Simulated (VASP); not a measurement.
# PtSe2 (P-3m1) in VASP: a series of runs

The runs below take PtSe2 through phonons, with PBE+D3(BJ).

Everything below comes from runs of VASP 6.6.1. Logs are shortened: lines on timing, memory, paths and dates and some standing lists are left out, and cuts for length are marked.

### 1 The cell of the first run

Symmetry: P-3m1, No. 164, trigonal system. Conventional cell: a = 3.723 Å, b = 3.723 Å, c = 4.524 Å, α = 90.00°, β = 90.00°, γ = 120.00°. Pt (site symmetry -3m) has 6 Se at 2.49 Å within 3.3 Å. Se (site symmetry 3m) has 3 Pt at 2.49 Å and 6 Se at 2.93 to 3.32 Å within 3.4 Å.

### 2 Phonons, PBE+D3(BJ)

INCAR

```
SYSTEM = PtSe2
PREC = Accurate ; ENCUT = 520
EDIFF = 1E-8 ; ISMEAR = -1
SIGMA = 0.15 ; LREAL = .False.
LASPH = .True. ; NELM = 80
ALGO = Normal ; ISIF = 2
LWAVE = .False. ; LCHARG = .False.
GGA = PE ; IVDW = 12
NBANDS = 18 ; IBRION = 6
NFREE = 2 ; POTIM = 0.015
NSW = 1
```

KPOINTS

```
Automatic mesh
0
Gamma
  12 12 10
  0 0 0
```

POSCAR

```
PtSe2
1.0
    3.7226268004      0.0000000000      0.0000000000
   -1.8613134002      3.2238893780      0.0000000000
    0.0000000000      0.0000000000      4.5237867362
Pt Se
1 2
Direct
    0.0000000000      0.0000000000      0.0000000000
    0.3333333333      0.6666666667      0.2801011205
    0.6666666667      0.3333333333      0.7198988795
```

Potentials or basis: VASP PAW PBE potentials, release 64 (Pt, Se).

On the command line:

```console
$ cat potpaw_PBE.64/Pt/POTCAR potpaw_PBE.64/Se/POTCAR > POTCAR
$ mpirun -np 1 vasp_std > vasp.out
```

OUTCAR:

```text
SYSTEM = PtSe2
   PREC = Accurate
   ENCUT = 520
   EDIFF = 1E-8
   ISMEAR = -1
   LREAL = .False.
   LASPH = .True.
   NELM = 80
   ISIF = 2
   GGA = PE
   IVDW = 12
   IBRION = 6
   NFREE = 2
   POTIM = 0.015
   NSW = 1
 IVDW          = 12

 ion  position               nearest neighbor table
   1  0.000  0.000  0.000-   2 2.49   3 2.49   3 2.49   2 2.49   3 2.49   2 2.49
   2  0.333  0.667  0.280-   1 2.49   1 2.49   1 2.49
   3  0.667  0.333  0.720-   1 2.49   1 2.49   1 2.49

  LATTYP: Found a hexagonal cell.
 ALAT       =     3.7226268004
 C/A-ratio  =     1.2152136055

  Lattice vectors:

 A1 = (   3.7226268004,   0.0000000000,   0.0000000000)
 A2 = (  -1.8613134002,   3.2238893780,   0.0000000000)
 A3 = (   0.0000000000,   0.0000000000,   4.5237867362)

Analysis of symmetry for initial positions (statically):
=====================================================================
 Subroutine PRICEL returns:
 Original cell was already a primitive cell.

 Routine SETGRP: Setting up the symmetry group for a
 hexagonal supercell.

 Subroutine GETGRP returns: Found 12 space group operations
 (whereof 12 operations were pure point group operations)
 out of a pool of 24 trial point group operations.

The static configuration has the point symmetry D_3d.

Analysis of symmetry for dynamics (positions and initial velocities):
=====================================================================
 Subroutine PRICEL returns:
 Original cell was already a primitive cell.

 Routine SETGRP: Setting up the symmetry group for a
 hexagonal supercell.

 Subroutine GETGRP returns: Found 12 space group operations
 (whereof 12 operations were pure point group operations)
 out of a pool of 24 trial point group operations.

The dynamic configuration has the point symmetry D_3d.

 Subroutine INISYM returns: Found 12 space group operations
 (whereof 12 operations are pure point group operations),
 and found     1 'primitive' translations

----------------------------------------------------------------------------------------

                                     Primitive cell

  volume of cell :      54.2915

  direct lattice vectors                    reciprocal lattice vectors
     3.722626800  0.000000000  0.000000000     0.268627519  0.155092170  0.000000000
    -1.861313400  3.223889378  0.000000000     0.000000000  0.310184340  0.000000000
     0.000000000  0.000000000  4.523786736     0.000000000  0.000000000  0.221053745

  length of vectors
     3.722626800  3.722626800  4.523786736     0.310184340  0.310184340  0.221053745

  position of ions in fractional coordinates (direct lattice)
     0.000000000  0.000000000  0.000000000
     0.333333333  0.666666667  0.280101120
     0.666666667  0.333333333  0.719898880

  ion indices of the primitive-cell ions
   primitive index   ion index
                 1           1
                 2           2
                 3           3

----------------------------------------------------------------------------------------

 KPOINTS: Automatic mesh

Automatic generation of k-mesh.
 Grid dimensions read from file:
 generate k-points for:   12   12   10

 Generating k-lattice:

  Cartesian coordinates                     Fractional coordinates (reciprocal lattice)
     0.022385627  0.012924348  0.000000000     0.083333333  0.000000000  0.000000000
     0.000000000  0.025848695  0.000000000     0.000000000  0.083333333  0.000000000
     0.000000000  0.000000000  0.022105375     0.000000000  0.000000000  0.100000000

  Length of vectors
     0.025848695  0.025848695  0.022105375

  Shift w.r.t. Gamma in fractional coordinates (k-lattice)
     0.000000000  0.000000000  0.000000000

 Subroutine IBZKPT returns following result:
 ===========================================

 Found    162 irreducible k-points:

 Following reciprocal coordinates:
            Coordinates               Weight
  0.000000  0.000000  0.000000      1.000000
  0.083333  0.000000  0.000000      6.000000
  0.166667  0.000000  0.000000      6.000000
  0.250000 -0.000000  0.000000      6.000000
  0.333333  0.000000  0.000000      6.000000
  0.416667  0.000000  0.000000      6.000000
[... 16 lines left out ...]
  0.166667  0.000000  0.100000      6.000000
  0.000000  0.166667  0.100000      6.000000
 [... further k-points ...]
   k-points           NKPTS =    162   k-points in BZ     NKDIM =    162   number of bands    NBANDS=     18
   number of dos      NEDOS =    301   number of ions     NIONS =      3
   total plane-waves  NPLWV =  28224
   dimension x,y,z NGX =    28 NGY =   28 NGZ =   36
   dimension x,y,z NGXF=    56 NGYF=   56 NGZF=   72
   ions per type =               1   2
   NGX,Y,Z   is equivalent  to a cutoff of  12.50, 12.50, 13.23 a.u.
   NGXF,Y,Z  is equivalent  to a cutoff of  25.01, 25.01, 26.46 a.u.
 SYSTEM =  PtSe2
   PREC   = accura    normal or accurate (medium, high low for compatibility)
   ISTART =      0    job   : 0-new  1-cont  2-samecut
   ICHARG =      2    charge: 1-file 2-atom 10-const
   ISPIN  =      1    spin polarized calculation?
   LNONCOLLINEAR =      F non collinear calculations
   LSORBIT =      F    spin-orbit coupling
   LASPH  =      T    aspherical Exc in radial PAW
   ENCUT  =  520.0 eV  38.22 Ry    6.18 a.u.   6.92  6.92  8.41*2*pi/ulx,y,z
   NELM   =     80;   NELMIN=  2; NELMDL= -5     # of ELM steps
   EDIFF  = 0.1E-07   stopping-criterion for ELM
   LREAL  =      F    real-space projection
   EDIFFG = 0.1E-06   stopping-criterion for IOM
   NSW    =     73    number of steps for IOM
   IBRION =      6    ionic relax: 0-MD 1-quasi-New 2-CG
   NFREE  =      2    steps in history (QN), initial steepest desc. (CG)
   ISIF   =      2    stress and relaxation
   ISYM   =      2    0-nonsym 1-usesym 2-fastsym
   POTIM  = 0.0150    time-step for ionic-motion
   TEBEG  =    0.0;   TEEND  =   0.0 temperature during run
   PSTRESS=    0.0 pullay stress
   NELECT =      22.0000    total number of electrons
   NUPDOWN=      -1.0000    fix difference up-down
   EMIN   =  10.00;   EMAX   =-10.00  energy-range for DOS
   EFERMI =   0.00;   METHOD = LEGACY
   ISMEAR =    -1;   SIGMA  =   0.15  broadening in eV -4-tet -1-fermi 0-gaus
   EFERMI_NEDOS =   21; number of points for ismear=-14 and -15
   IALGO  =     38    algorithm
   IMIX   =      4    mixing-type and parameters
     AMIX     =   0.40;   BMIX     =  1.00
     AMIX_MAG =   1.60;   BMIX_MAG =  1.00
  volume/ion in A,a.u.               =      18.10       122.13
  Fermi-wavevector in a.u.,A,eV,Ry     =   1.211449  2.289307 19.968029  1.467609
  Thomas-Fermi vector in A             =   2.346964
   LORBIT       =      0    0 simple, 1 ext, 2 COOP (PROOUT), +10 PAW based schemes
   GGA     = PE    functional components
   LHFCALC =     F    Hartree Fock is set to
   AEXX    =    0.0000 exact exchange contribution
   IVDW    =    12    specifies the selected vdW correction
   LEPSILON=     F    determine dielectric tensor
   LRPA    =     F    only Hartree local field effects (RPA)
 finite differences with symmetry
 non-spin polarized calculation
  energy-cutoff  :      520.00
  volume of cell :       54.29
 maximum number of plane-waves:      1482
   NGX = 13   NGY = 13   NGZ = 17

--------------------------------------- Ionic step        1  -------------------------------------------

 number of electron      21.9999999 magnetization

 Free energy of the ion-electron system (eV)
  ---------------------------------------------------
  ext. energy  EPLUGINS =         0.00000000
  ---------------------------------------------------
  free energy    TOTEN  =       -13.96987942 eV

  energy without entropy =      -13.91334735  energy(sigma->0) =      -13.94161339

------------------------ aborting loop because EDIFF is reached ----------------------------------------

 Edisp (eV)   -1.61362

 E8    (eV) :    -0.6931
[... 319 lines left out ...]
--------------------------------------- Ionic step        9  -------------------------------------------

 number of electron      21.9999999 magnetization

 Free energy of the ion-electron system (eV)
  ---------------------------------------------------
  ext. energy  EPLUGINS =         0.00000000
  ---------------------------------------------------
  free energy    TOTEN  =       -13.96863133 eV

  energy without entropy =      -13.91271262  energy(sigma->0) =      -13.94067198

 E-fermi :   7.8488     XC(G=0): -11.3246

 val. band max:        7.8473948669   @ k =   0.0000   0.0000   0.2000
 cond. band min:       7.8599427046   @ k =   0.0833   0.0000   0.0000
 fundamental gap:      0.0125478377
 Fermi energy:         7.8487662243

 k-point     1 :       0.0000    0.0000    0.0000
  band No.  band energies     occupation
      1      -8.4805      2.00000
      2      -4.5279      2.00000
      3       0.2698      2.00000
      4       1.2769      2.00000
      5       1.2769      2.00000
      6       3.9228      2.00000
[... 481 lines left out ...]
      5       1.9116      2.00000
      6       3.1513      2.00000
[... 10 lines left out ...]
     17      16.5007      0.00000
     18      16.9974      0.00000

 [... further k-points ...]

------------------------ aborting loop because EDIFF is reached ----------------------------------------

 Edisp (eV)   -1.61341

 E8    (eV) :    -0.6930
[... 26 lines left out ...]
  FREE ENERGIE OF THE ION-ELECTRON SYSTEM (eV)
  ---------------------------------------------------
  free  energy   TOTEN  =       -15.5820451957 eV

  energy  without entropy=      -15.5261264892  energy(sigma->0) =      -15.55408584

 INTERNAL STRAIN TENSORS FROM DISPLACED ATOMS
 ============================================

 INTERNAL STRAIN TENSOR FOR ION    1 for displacements in x,y,z  (eV/Angst):
          X           Y           Z          XY          YZ          ZX
  --------------------------------------------------------------------------------
  x     0.00000     0.00000     0.00000     0.00000     0.00000     0.00000
  y     0.00000     0.00000     0.00000     0.00000     0.00000     0.00000
  z     0.00000     0.00000     0.00000     0.00000     0.00000     0.00000

 INTERNAL STRAIN TENSOR FOR ION    3 for displacements in x,y,z  (eV/Angst):
          X           Y           Z          XY          YZ          ZX
  --------------------------------------------------------------------------------
  x     0.00000     0.00000     0.00000    -4.30671     0.00000     7.08571
  y    -4.30671     4.30671     0.00000     0.00000     7.08569     0.00000
  z    10.29617    10.29617     8.69616     0.00000     0.00000     0.00000

 Eigenvectors and eigenvalues of the dynamical matrix
 ----------------------------------------------------

   1 f  =    6.885730 THz    43.264315 2PiTHz  229.683218 cm-1    28.477077 meV
             X         Y         Z           dx          dy          dz
      0.000000  0.000000  0.000000    -0.000003    0.668879   -0.000000
     -0.000000  2.149260  1.267118     0.000002   -0.525643    0.000000
      1.861313  1.074630  3.256669     0.000002   -0.525643   -0.000000
[... 43 lines left out ...]
   9 f/i=    0.000337 THz     0.002119 2PiTHz    0.011249 cm-1     0.001395 meV
             X         Y         Z           dx          dy          dz
      0.000000  0.000000  0.000000    -0.000000   -0.000000   -0.743360
     -0.000000  2.149260  1.267118    -0.000000   -0.000000   -0.472977
      1.861313  1.074630  3.256669    -0.000000   -0.000000   -0.472977

 ELASTIC MODULI CONTR FROM IONIC RELAXATION (kBar)
 Direction    XX          YY          ZZ          XY          YZ          ZX
 --------------------------------------------------------------------------------
 XX        -559.9316   -278.5781   -354.1034     -0.0000    231.4509      0.0000
 YY        -278.5781   -559.9316   -354.1034      0.0000   -231.4509     -0.0000
 ZZ        -354.1034   -354.1034   -299.0763     -0.0000      0.0000      0.0000
 XY          -0.0000      0.0000     -0.0000   -140.6768      0.0000    231.4514
 YZ         231.4509   -231.4509      0.0000      0.0000   -380.7988     -0.0000
 ZX           0.0000     -0.0000      0.0000    231.4514     -0.0000   -380.8001
 --------------------------------------------------------------------------------
```

Wall time 29 min (1 thread of Intel Xeon Platinum 8375C at 2.90GHz (Ice Lake), shared host); peak memory 1.1 GiB.

Results:

```yaml
Highest_phonon_frequency_at_Γ_LO-TO_splitting_left_out: 230 cm⁻¹
Dispersion_energy_per_atom: -0.538 eV
```

Phonon frequencies in cm⁻¹ (negative: imaginary):
```csv
q point,frequencies
"(0.000, 0.000, 0.000)",0 0 0 164 164 224 227 230 230
```

Caveat: the cell stands under pressure or tension, which shifts response properties; spin-orbit coupling is left out, which moves the levels of the heavy elements.

### 3 Phonons, PBE+D3(BJ)

This run uses another cell than the first one, of 15.90 Å³/atom.

INCAR

```
SYSTEM = PtSe2
ALGO = Normal
EDIFF = 1E-8
ENCUT = 520
GGA = PE
IBRION = 6
ISIF = 2
ISMEAR = -1
IVDW = 12
LASPH = .True.
LCHARG = .True.
LREAL = .False.
LWAVE = .False.
NELM = 80
NFREE = 2
NSW = 1
POTIM = 0.015
PREC = Accurate
SIGMA = 0.15
```

KPOINTS

```
k-points
0
Gamma
  12 12 10
  0 0 0
```

POSCAR

```
PtSe2
1.0
    3.6287070825      0.0000000000      0.0000000000
   -1.8143535412      3.1425525163      0.0000000000
    0.0000000000      0.0000000000      4.1827324235
Pt Se
1 2
Direct
    0.0000000000      0.0000000000      0.0000000000
    0.3333333333      0.6666666667      0.2946716610
    0.6666666667      0.3333333333      0.7053283390
```

Potentials or basis: VASP PAW PBE potentials, release 64 (Pt, Se).

On the command line:

```console
$ cat potpaw_PBE.64/Pt/POTCAR potpaw_PBE.64/Se/POTCAR > POTCAR
$ mpirun -np 1 vasp_std > vasp.out
```

OUTCAR:

```text
SYSTEM = PtSe2
   EDIFF = 1E-8
   ENCUT = 520
   GGA = PE
   IBRION = 6
   ISIF = 2
   ISMEAR = -1
   IVDW = 12
   LASPH = .True.
   LREAL = .False.
   NELM = 80
   NFREE = 2
   NSW = 1
   POTIM = 0.015
   PREC = Accurate
 IVDW          = 12

 ion  position               nearest neighbor table
   1  0.000  0.000  0.000-   2 2.43   3 2.43   2 2.43   3 2.43   3 2.43   2 2.43
   2  0.333  0.667  0.295-   1 2.43   1 2.43   1 2.43   3 2.71   3 2.71   3 2.71
   3  0.667  0.333  0.705-   1 2.43   1 2.43   1 2.43   2 2.71   2 2.71   2 2.71

[... 1012 lines left out ...]

 INTERNAL STRAIN TENSOR FOR ION    3 for displacements in x,y,z  (eV/Angst):
          X           Y           Z          XY          YZ          ZX
  --------------------------------------------------------------------------------
  x    -0.00000     0.00000     0.00000    -5.98063     0.00000     7.00882
  y    -5.98063     5.98063    -0.00000     0.00000     7.00881     0.00000
  z    11.83660    11.83660     5.92038     0.00000     0.00000     0.00000

 Eigenvectors and eigenvalues of the dynamical matrix
 ----------------------------------------------------

   1 f  =    8.304223 THz    52.176973 2PiTHz  276.999068 cm-1    34.343492 meV
             X         Y         Z           dx          dy          dz
      0.000000  0.000000  0.000000    -0.000000   -0.000000   -0.000000
     -0.000000  2.095035  1.232533     0.000000    0.000000   -0.707107
      1.814354  1.047518  2.950200     0.000000    0.000000    0.707107
[... 43 lines left out ...]
   9 f/i=    0.000545 THz     0.003426 2PiTHz    0.018190 cm-1     0.002255 meV
             X         Y         Z           dx          dy          dz
      0.000000  0.000000  0.000000    -0.532772    0.518383   -0.000000
     -0.000000  2.095035  1.232533    -0.338999    0.329843   -0.000000
      1.814354  1.047518  2.950200    -0.338999    0.329843   -0.000000

 ELASTIC MODULI CONTR FROM IONIC RELAXATION (kBar)
 Direction    XX          YY          ZZ          XY          YZ          ZX
 --------------------------------------------------------------------------------
 XX        -633.9595   -210.9819   -211.3096     -0.0000    247.8474      0.0000
 YY        -210.9819   -633.9595   -211.3096     -0.0000   -247.8474     -0.0000
 ZZ        -211.3096   -211.3096   -105.6919     -0.0000      0.0000      0.0000
 XY          -0.0000     -0.0000     -0.0000   -211.4888     -0.0000    247.8477
 YZ         247.8474   -247.8474      0.0000     -0.0000   -290.4567     -0.0000
 ZX           0.0000     -0.0000      0.0000    247.8477     -0.0000   -290.4575
 --------------------------------------------------------------------------------
```

Wall time 8.2 min (1 thread of AMD EPYC 9R45 (Zen 5), shared host); peak memory 0.87 GiB.

What came out:

```yaml
Highest_phonon_frequency_at_Γ_LO-TO_splitting_left_out: 277 cm⁻¹
Dispersion_energy_per_atom: -0.613 eV
```

Phonon frequencies in cm⁻¹ (negative: imaginary):
```
              q point                    frequencies
(0.000, 0.000, 0.000)  0 0 0 198 198 250 267 267 277
```

Caveat: the cell stands under pressure or tension, which shifts response properties; spin-orbit coupling is left out, which moves the levels of the heavy elements.
